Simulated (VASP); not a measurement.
AlFe:

```xyz
2
Lattice="2.9100 0.0000 0.0000 0.0000 2.9100 0.0000 0.0000 0.0000 2.9100" Properties=species:S:1:pos:R:3 pbc="T T T"
Al    0.0000    0.0000    0.0000
Fe    1.4550    1.4550    1.4550
```

Base run:

| Property | Result |
| --- | --- |
| Program | VASP 6.6.1 |
| Functional | PBE |
| Potentials or basis | VASP PAW PBE potentials, release 64 (Al, Fe) |
| Cutoff | 600 eV |
| k mesh | 11 × 11 × 11 |
| Occupations | fermi-dirac, width 0.1 eV |
| Spin | collinear spin, ferromagnetic start |
| Starting moments | [0.0, 0.61] μB |
| Fixed moment | 0.61 μB |

Its results: pressure -5.9 GPa; site moments Al -0.02; Fe +0.65 μB.

Problem. After a change of settings the same cell gave: pressure -4.3 GPa; site moments Al -0.03; Fe +1.01 μB. Which change was it?
A. fixed moment from 0.61 μB to 0.36 μB; moments at the start from [0.0, 0.61] to [0.0, 0.36]
B. fixed moment from 0.61 μB to 0.96 μB; moments at the start from [0.0, 0.61] to [0.0, 0.96]
C. fixed moment from 0.61 μB to 0.78 μB; moments at the start from [0.0, 0.61] to [0.0, 0.78]
D. fixed moment from 0.61 μB to none; moments at the start from [0.0, 0.61] to [0.0, 0.8]

Solution. B.

Caveats: the total moment is fixed, so each spin has its own Fermi level.
